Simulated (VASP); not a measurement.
**SiC3: relaxation of cell and atoms with PBE**

Crystal: SiC3.

```
Si C
1.0
     3.21233    0.00000    0.00000
     0.00000    3.21233    0.00000
     0.00000    0.00000    3.21233
Si C
1 3
Direct
  0.00000 0.00000 0.00000
  0.00000 0.50000 0.50000
  0.50000 0.00000 0.50000
  0.50000 0.50000 0.00000
```

```
Program                : VASP 6.6.1
Task                   : relaxation of cell and atoms
Functional             : PBE
Potentials or basis    : VASP PAW PBE potentials, release 64 (Si, C)
Cutoff                 : 600 eV
k mesh                 : 14 × 14 × 14
Occupations            : gaussian, width 0.1 eV
Spin                   : no spin polarisation
Dipole correction      : no
Further INCAR settings : ALGO = Normal; EDIFF = 1e-06; IBRION = 2; EDIFFG = -0.01; NSW = 100; ISIF = 3
```

| Item | Value |
| --- | --- |
| Relaxed volume | 8.21 Å³/atom |
| Relaxed cell | a = 3.202 Å, b = 3.202 Å, c = 3.202 Å, α = 90.00°, β = 90.00°, γ = 90.00° |
| Space group after relaxing (to 0.05 Å) | Pm-3m (No. 221) |
| Energy gained by relaxing | 0.4 meV/atom |
| Ionic steps | 3 |
| Pressure after relaxing | 0.0 GPa |
| Band gap on the k mesh | zero (band 8 reaches 11.01 eV, above the bottom of band 9 at 7.60 eV) |

The path:
```csv
step,energy change (eV),largest force (eV/Å),pressure (GPa),volume (Å³)
1,0.0000,0.0000,-1.56,33.15
2,-0.0015,0.0000,0.34,32.76
3,-0.0016,0.0000,0.00,32.83
```

Final structure:
```
CELL_PARAMETERS angstrom
3.20204 0.00000 0.00000
0.00000 3.20204 0.00000
0.00000 0.00000 3.20204
ATOMIC_POSITIONS crystal
Si 0.00000 0.00000 0.00000
C 0.00000 0.50000 0.50000
C 0.50000 0.00000 0.50000
C 0.50000 0.50000 0.00000
```

Levels at points of the mesh, in eV from the Fermi level:
```csv
k point,band 5,band 6,band 7,band 8,band 9,band 10,band 11,band 12
"(0.00, 0.00, 0.00)",-6.68,-6.68,-1.47,1.18,1.18,1.18,3.59,3.59
"(0.50, 0.00, 0.00)",-4.14,-3.18,-3.18,-2.25,-2.24,0.03,3.61,3.61
"(0.50, 0.50, 0.00)",-1.76,-1.76,-1.13,-0.80,-0.80,-0.69,2.58,2.86
"(0.50, 0.50, 0.50)",-8.79,-8.79,-8.12,-5.62,4.95,4.95,4.95,5.45
```

Run time: 68 s on 1 thread of Intel Xeon 6975P-C, with other jobs on the host, peak memory 0.19 GiB.
